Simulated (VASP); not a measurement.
Input of a VASP 6.6.1 run:

Contents of INCAR:

```
SYSTEM = Mo2Br
PREC = Accurate
ENCUT = 520
EDIFF = 1E-7
ISMEAR = 0
SIGMA = 0.1
LREAL = .False.
LASPH = .True.
NELM = 60
ALGO = Normal
ISIF = 2
LWAVE = .False.
LCHARG = .False.
GGA = PE
NBANDS = 44
```

File KPOINTS:

```
Automatic mesh
0
Gamma
  12 12 4
  0 0 0
```

Contents of POSCAR:

```
Mo2Br
1.0
    3.2796500611      0.0000000000      0.0000000000
   -1.6398250305      2.8402602684      0.0000000000
    0.0000000000      0.0000000000     12.5518486329
Mo Br
4 2
Direct
    0.3333333333      0.6666666667      0.0630520192
    0.6666666667      0.3333333333      0.5630520192
    0.3333333333      0.6666666667      0.4369479808
    0.6666666667      0.3333333333      0.9369479808
    0.0000000000      0.0000000000      0.2500000000
    0.0000000000      0.0000000000      0.7500000000
```

Potentials or basis: VASP PAW PBE potentials, release 64 (Mo_sv, Br).

Run with:

```sh
$ cat potpaw_PBE.64/Mo_sv/POTCAR potpaw_PBE.64/Br/POTCAR > POTCAR
$ mpirun -np 1 vasp_std > vasp.out
```

Predict the band gap on the k mesh.

zero (band 35 reaches 9.50 eV, above the bottom of band 36 at 7.18 eV).

Estimate the pressure.

0.3 GPa.

Estimate the largest force.

0.076 eV/Å.

Stress tensor (GPa, compression positive):
```
0.29 0.00 0.00
0.00 0.29 0.00
0.00 0.00 0.41
```
